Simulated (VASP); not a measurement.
# CoSn3 (Pm-3m) in VASP: notebook

The runs below take CoSn3 through single point, with PBEsol.

Program: VASP 6.6.1. These are calculated values, not measurements. Logs are shortened: lines on timing, memory, paths and dates and some standing lists are left out, and cuts for length are marked.

## 1. The cell of the first run

Symmetry: Pm-3m, No. 221, cubic system. Conventional cell: a = 4.398 Å, b = 4.398 Å, c = 4.398 Å, α = 90.00°, β = 90.00°, γ = 90.00°. Sn (site symmetry 4/mmm) has 8 Sn at 3.11 Å and 4 Co at 3.11 Å within 4.1 Å. Within 4.1 Å of Co (site symmetry m-3m) lie 12 Sn at 3.11 Å.

## 2. Single point, PBEsol, collinear spin, ferromagnetic start

Input file INCAR:

```
PREC = Accurate
ENCUT = 520
EDIFF = 1E-6
ISMEAR = 0
SIGMA = 0.1
LREAL = False
LASPH = True
NELM = 150
ALGO = Normal
ISIF = 2
LWAVE = False
LCHARG = True
ISPIN = 2
MAGMOM = -0.02 -0.02 -0.02 1.36
LORBIT = 11
NUPDOWN = 1.12
LMAXMIX = 4
GGA = PS
LELF = True
LVHAR = True
NBANDS = 38
```

Input file KPOINTS:

```
regular mesh
0
Gamma
  10 10 10
```

Input file POSCAR:

```
CoSn3
1.0
    4.3976643244      0.0000000000      0.0000000000
    0.0000000000      4.3976643244      0.0000000000
    0.0000000000      0.0000000000      4.3976643244
Sn Co
3 1
Direct
    0.0000000000      0.5000000000      0.5000000000
    0.5000000000      0.0000000000      0.5000000000
    0.5000000000      0.5000000000      0.0000000000
    0.0000000000      0.0000000000      0.0000000000
```

Potentials or basis: VASP PAW PBE potentials, release 64 (Sn_d, Co).

The run is started by

```console
$ cat potpaw_PBE.64/Sn_d/POTCAR potpaw_PBE.64/Co/POTCAR > POTCAR
$ mpirun -np 1 vasp_std > vasp.out
```

OUTCAR:

```text
PREC = Accurate
   ENCUT = 520
   EDIFF = 1E-6
   ISMEAR = 0
   LREAL = False
   LASPH = True
   NELM = 150
   ISIF = 2
   ISPIN = 2
   LORBIT = 11
   NUPDOWN = 1.12
   GGA = PS

 ion  position               nearest neighbor table
   1  0.000  0.500  0.500-   2 3.11   3 3.11   4 3.11   3 3.11   4 3.11   2 3.11   4 3.11   4 3.11
                             2 3.11   3 3.11   3 3.11   2 3.11
   2  0.500  0.000  0.500-   1 3.11   3 3.11   4 3.11   3 3.11   4 3.11   1 3.11   3 3.11   3 3.11
                             1 3.11   4 3.11   4 3.11   1 3.11
   3  0.500  0.500  0.000-   1 3.11   2 3.11   4 3.11   1 3.11   2 3.11   2 3.11   4 3.11   2 3.11
                             1 3.11   4 3.11   1 3.11   4 3.11
   4  0.000  0.000  0.000-   1 3.11   2 3.11   3 3.11   1 3.11   2 3.11   1 3.11   3 3.11   1 3.11
                             2 3.11   3 3.11   2 3.11   3 3.11

  LATTYP: Found a simple cubic cell.
 ALAT       =     4.3976643244

  Lattice vectors:

 A1 = (   4.3976643244,   0.0000000000,   0.0000000000)
 A2 = (   0.0000000000,   4.3976643244,   0.0000000000)
 A3 = (   0.0000000000,   0.0000000000,   4.3976643244)

Analysis of symmetry for initial positions (statically):
=====================================================================
 Subroutine PRICEL returns:
 Original cell was already a primitive cell.

 Routine SETGRP: Setting up the symmetry group for a
 simple cubic supercell.

 Subroutine GETGRP returns: Found 48 space group operations
 (whereof 48 operations were pure point group operations)
 out of a pool of 48 trial point group operations.

The static configuration has the point symmetry O_h .

Analysis of symmetry for dynamics (positions and initial velocities):
=====================================================================
 Subroutine PRICEL returns:
 Original cell was already a primitive cell.

 Routine SETGRP: Setting up the symmetry group for a
 simple cubic supercell.

 Subroutine GETGRP returns: Found 48 space group operations
 (whereof 48 operations were pure point group operations)
 out of a pool of 48 trial point group operations.

The dynamic configuration has the point symmetry O_h .

Analysis of structural, dynamic, and magnetic symmetry:
=====================================================================
 Subroutine PRICEL returns:
 Original cell was already a primitive cell.

 Routine SETGRP: Setting up the symmetry group for a
 simple cubic supercell.

 Subroutine GETGRP returns: Found 48 space group operations
 (whereof 48 operations were pure point group operations)
 out of a pool of 48 trial point group operations.

The overall configuration has the point symmetry O_h .

 Subroutine INISYM returns: Found 48 space group operations
 (whereof 48 operations are pure point group operations),
 and found     1 'primitive' translations

----------------------------------------------------------------------------------------

                                     Primitive cell

  volume of cell :      85.0484

  direct lattice vectors                    reciprocal lattice vectors
     4.397664324  0.000000000  0.000000000     0.227393436  0.000000000  0.000000000
     0.000000000  4.397664324  0.000000000     0.000000000  0.227393436  0.000000000
     0.000000000  0.000000000  4.397664324     0.000000000  0.000000000  0.227393436

  length of vectors
     4.397664324  4.397664324  4.397664324     0.227393436  0.227393436  0.227393436

  position of ions in fractional coordinates (direct lattice)
     0.000000000  0.500000000  0.500000000
     0.500000000  0.000000000  0.500000000
     0.500000000  0.500000000  0.000000000
     0.000000000  0.000000000  0.000000000

  ion indices of the primitive-cell ions
   primitive index   ion index
                 1           1
                 2           2
                 3           3
                 4           4

----------------------------------------------------------------------------------------

 KPOINTS: regular mesh

Automatic generation of k-mesh.
 Grid dimensions read from file:
 generate k-points for:   10   10   10

 Generating k-lattice:

  Cartesian coordinates                     Fractional coordinates (reciprocal lattice)
     0.022739344  0.000000000  0.000000000     0.100000000  0.000000000  0.000000000
     0.000000000  0.022739344  0.000000000     0.000000000  0.100000000  0.000000000
     0.000000000  0.000000000  0.022739344     0.000000000  0.000000000  0.100000000

  Length of vectors
     0.022739344  0.022739344  0.022739344

  Shift w.r.t. Gamma in fractional coordinates (k-lattice)
     0.000000000  0.000000000  0.000000000

 Subroutine IBZKPT returns following result:
 ===========================================

 Found     56 irreducible k-points:

 Following reciprocal coordinates:
            Coordinates               Weight
  0.000000  0.000000  0.000000      1.000000
  0.100000  0.000000  0.000000      6.000000
  0.200000  0.000000  0.000000      6.000000
  0.300000  0.000000  0.000000      6.000000
  0.400000  0.000000  0.000000      6.000000
  0.500000  0.000000  0.000000      3.000000
[... 16 lines left out ...]
  0.200000  0.100000  0.100000     24.000000
  0.300000  0.100000  0.100000     24.000000
 [... further k-points ...]
   k-points           NKPTS =     56   k-points in BZ     NKDIM =     56   number of bands    NBANDS=     38
   number of dos      NEDOS =    301   number of ions     NIONS =      4
   total plane-waves  NPLWV =  46656
   dimension x,y,z NGX =    36 NGY =   36 NGZ =   36
   dimension x,y,z NGXF=    72 NGYF=   72 NGZF=   72
   ions per type =               3   1
   NGX,Y,Z   is equivalent  to a cutoff of  13.61, 13.61, 13.61 a.u.
   NGXF,Y,Z  is equivalent  to a cutoff of  27.22, 27.22, 27.22 a.u.
 SYSTEM =  unknown system
   PREC   = accura    normal or accurate (medium, high low for compatibility)
   ISTART =      0    job   : 0-new  1-cont  2-samecut
   ICHARG =      2    charge: 1-file 2-atom 10-const
   ISPIN  =      2    spin polarized calculation?
   LNONCOLLINEAR =      F non collinear calculations
   LSORBIT =      F    spin-orbit coupling
   LASPH  =      T    aspherical Exc in radial PAW
   ENCUT  =  520.0 eV  38.22 Ry    6.18 a.u.   8.18  8.18  8.18*2*pi/ulx,y,z
   NELM   =    150;   NELMIN=  2; NELMDL= -5     # of ELM steps
   EDIFF  = 0.1E-05   stopping-criterion for ELM
   LREAL  =      F    real-space projection
   EDIFFG = 0.1E-04   stopping-criterion for IOM
   NSW    =      0    number of steps for IOM
   IBRION =     -1    ionic relax: 0-MD 1-quasi-New 2-CG
   NFREE  =      0    steps in history (QN), initial steepest desc. (CG)
   ISIF   =      2    stress and relaxation
   ISYM   =      2    0-nonsym 1-usesym 2-fastsym
   POTIM  = 0.5000    time-step for ionic-motion
   TEBEG  =    0.0;   TEEND  =   0.0 temperature during run
   PSTRESS=    0.0 pullay stress
   NELECT =      51.0000    total number of electrons
   NUPDOWN=       1.1200    fix difference up-down
   EMIN   =  10.00;   EMAX   =-10.00  energy-range for DOS
   EFERMI =   0.00;   METHOD = LEGACY
   ISMEAR =     0;   SIGMA  =   0.10  broadening in eV -4-tet -1-fermi 0-gaus
   EFERMI_NEDOS =   21; number of points for ismear=-14 and -15
   IALGO  =     38    algorithm
   IMIX   =      4    mixing-type and parameters
     AMIX     =   0.40;   BMIX     =  1.00
     AMIX_MAG =   1.60;   BMIX_MAG =  1.00
  volume/ion in A,a.u.               =      21.26       143.48
  Fermi-wavevector in a.u.,A,eV,Ry     =   1.380520  2.608805 25.930479  1.905836
  Thomas-Fermi vector in A             =   2.505390
   LORBIT       =     11    0 simple, 1 ext, 2 COOP (PROOUT), +10 PAW based schemes
   GGA     = PS    functional components
   LHFCALC =     F    Hartree Fock is set to
   AEXX    =    0.0000 exact exchange contribution
   IVDW    =     0    specifies the selected vdW correction
   LEPSILON=     F    determine dielectric tensor
   LRPA    =     F    only Hartree local field effects (RPA)
 spin polarized calculation
 Gauss-broadening in eV      SIGMA  =   0.10
  energy-cutoff  :      520.00
  volume of cell :       85.05
 maximum number of plane-waves:      2320
 NGX is ok and might be reduce to    36
   NGX = 17   NGY = 17   NGZ = 17

 number of electron      50.9999991 magnetization       1.1199963

 Free energy of the ion-electron system (eV)
  ---------------------------------------------------
  ext. energy  EPLUGINS =         0.00000000
  ---------------------------------------------------
  free energy    TOTEN  =       -18.79866942 eV

  energy without entropy =      -18.77801440  energy(sigma->0) =      -18.78834191

 E-fermi :   9.3188     XC(G=0): -11.3178

 val. band max:        9.3132249421   @ k =   0.3000   0.2000   0.0000
 cond. band min:       9.2686755487   @ k =   0.4000   0.3000   0.1000
 fundamental gap:     -0.0445493933
 Fermi energy:         9.2657664848

 spin component 1

 k-point     1 :       0.0000    0.0000    0.0000
  band No.  band energies     occupation
      1     -12.4244      1.00000
      2     -12.4244      1.00000
      3     -12.4244      1.00000
      4     -12.4100      1.00000
      5     -12.2279      1.00000
      6     -12.2279      1.00000
[... 29 lines left out ...]
     36      17.1321      0.00000
     37      17.3844      0.00000

 k-point     2 :       0.1000    0.0000    0.0000
  band No.  band energies     occupation
      1     -12.4230      1.00000
      2     -12.4138      1.00000
      3     -12.4138      1.00000
      4     -12.4024      1.00000
      5     -12.2269      1.00000
      6     -12.2216      1.00000
[... 29 lines left out ...]
     36      17.7443      0.00000
     37      17.7443      0.00000
[... 838 lines left out ...]
     36      18.0602      0.00000
     37      18.3344      0.00000

 k-point    24 :       0.3000    0.1000    0.1000
  band No.  band energies     occupation
      1     -12.3976      1.00000
      2     -12.3509      1.00000
      3     -12.3299      1.00000
      4     -12.3160      1.00000
      5     -12.2115      1.00000
      6     -12.1711      1.00000
[... 29 lines left out ...]
     36      18.6555      0.00000
     37      19.4872      0.00000

 [... further k-points ...]

 spin component 2

 k-point     1 :       0.0000    0.0000    0.0000
  band No.  band energies     occupation
      1     -12.4240      1.00000
      2     -12.4240      1.00000
      3     -12.4240      1.00000
      4     -12.4068      1.00000
      5     -12.2323      1.00000
      6     -12.2323      1.00000
[... 29 lines left out ...]
     36      17.2167      0.00000
     37      17.4205      0.00000

 k-point     2 :       0.1000    0.0000    0.0000
  band No.  band energies     occupation
      1     -12.4225      1.00000
      2     -12.4134      1.00000
      3     -12.4134      1.00000
      4     -12.3993      1.00000
      5     -12.2312      1.00000
      6     -12.2259      1.00000
[... 29 lines left out ...]
     36      17.8131      0.00000
     37      17.8131      0.00000
[... 838 lines left out ...]
     36      18.0942      0.00000
     37      18.4118      0.00000

 k-point    24 :       0.3000    0.1000    0.1000
  band No.  band energies     occupation
      1     -12.3969      1.00000
      2     -12.3491      1.00000
      3     -12.3296      1.00000
      4     -12.3146      1.00000
      5     -12.2154      1.00000
      6     -12.1750      1.00000
[... 29 lines left out ...]
     36      18.7322      0.00000
     37      19.4994      0.00000

 [... further k-points ...]

 [bands above 37 left out]

------------------------ aborting loop because EDIFF is reached ----------------------------------------

  FORCE on cell =-STRESS in cart. coord.  units (eV):
  Direction    XX          YY          ZZ          XY          YZ          ZX
  --------------------------------------------------------------------------------------
  -------------------------------------------------------------------------------------
  Total       -0.1483064     -0.1483064     -0.1483064     -0.0000000     -0.0000000      0.0000000
  in kB       -2.7938577     -2.7938577     -2.7938577     -0.0000000     -0.0000000      0.0000000
  external PRESSURE =      -2.7938577 kB  Pullay stress =       0.0000000 kB

 VOLUME and BASIS-vectors are now :
 -----------------------------------------------------------------------------
  energy-cutoff  :      520.00
  volume of cell :       85.05
      direct lattice vectors                 reciprocal lattice vectors
     4.397664324  0.000000000  0.000000000     0.227393436  0.000000000  0.000000000
     0.000000000  4.397664324  0.000000000     0.000000000  0.227393436  0.000000000
     0.000000000  0.000000000  4.397664324     0.000000000  0.000000000  0.227393436

 POSITION                                       TOTAL-FORCE (eV/Angst)
 -----------------------------------------------------------------------------------
      0.00000      2.19883      2.19883         0.000000      0.000000      0.000000
      2.19883      0.00000      2.19883         0.000000      0.000000      0.000000
      2.19883      2.19883      0.00000         0.000000      0.000000      0.000000
      0.00000      0.00000      0.00000         0.000000      0.000000      0.000000
 -----------------------------------------------------------------------------------
    total drift:                                0.000000      0.000000      0.000000

  FREE ENERGIE OF THE ION-ELECTRON SYSTEM (eV)
  ---------------------------------------------------
  free  energy   TOTEN  =       -18.7986694151 eV

  energy  without entropy=      -18.7780143992  energy(sigma->0) =      -18.78834191

 total charge

# of ion       s       p       d       tot
------------------------------------------
    1        1.251   1.003  10.014  12.269
    2        1.251   1.003  10.014  12.269
    3        1.251   1.003  10.014  12.269
    4        0.330   0.189   7.362   7.881
--------------------------------------------------
tot          4.084   3.199  37.404  44.687

 magnetization (x)

# of ion       s       p       d       tot
------------------------------------------
    1        0.010  -0.019  -0.003  -0.012
    2        0.010  -0.019  -0.003  -0.012
    3        0.010  -0.019  -0.003  -0.012
    4        0.008   0.007   1.196   1.211
--------------------------------------------------
tot          0.038  -0.049   1.188   1.177
```

It took 6.9 min on 1 thread of Intel Xeon 8259CL, shared host; peak memory 0.42 GiB.

What came out:

```
Free energy                                           : -18.7987 eV
Pressure                                              : -0.3 GPa
Net moment                                            : 1.12 μB per cell
Site moments                                          : Sn -0.01; Co +1.21 μB
Valence electrons inside the program's atomic spheres : Sn 12.27; Co 7.88
```

Caveat: the PAW data sets were made with another functional, which shifts forces and pressure a little; spin-orbit coupling is left out, which moves the levels of the heavy elements; the total moment is fixed, so each spin has its own Fermi level and the state may be an excited one.

## 3. Single point, PBEsol, collinear spin, ferromagnetic start

Input file INCAR:

```
SYSTEM = CoSn3
  PREC = Accurate
  ENCUT = 520
  EDIFF = 1E-6
  ISMEAR = 0
  SIGMA = 0.1
  LREAL = .False.
  LASPH = .True.
  NELM = 150
  ALGO = Fast
  ISIF = 2
  LWAVE = .False.
  LCHARG = .False.
  ISPIN = 2
  MAGMOM = -0.03 -0.03 -0.03 0.58
  LORBIT = 11
  NUPDOWN = 0.38
  LMAXMIX = 4
  GGA = PS
  NBANDS = 38
```

Input file KPOINTS:

```
Automatic mesh
0
Gamma
  10 10 10
  0 0 0
```

POSCAR is that of step 2.

Potentials or basis: VASP PAW PBE potentials, release 64 (Sn_d, Co).

The run is started by

```console
$ cat potpaw_PBE.64/Sn_d/POTCAR potpaw_PBE.64/Co/POTCAR > POTCAR
$ mpirun -np 1 vasp_std > vasp.out
```

Run time: 11 min. Hardware: 1 thread of Intel Xeon 8259CL, shared host; peak memory 0.42 GiB.

Results (log left out):

```yaml
Free_energy: -18.7409 eV
Pressure: -1.1 GPa
Net_moment: 0.38 μB per cell
Site_moments: Sn -0.02; Co +0.52 μB
Valence_electrons_inside_the_program's_atomic_spheres: Sn 12.26; Co 7.91
```

Caveat: the PAW data sets were made with another functional, which shifts forces and pressure a little; spin-orbit coupling is left out, which moves the levels of the heavy elements; the total moment is fixed, so each spin has its own Fermi level and the state may be an excited one.
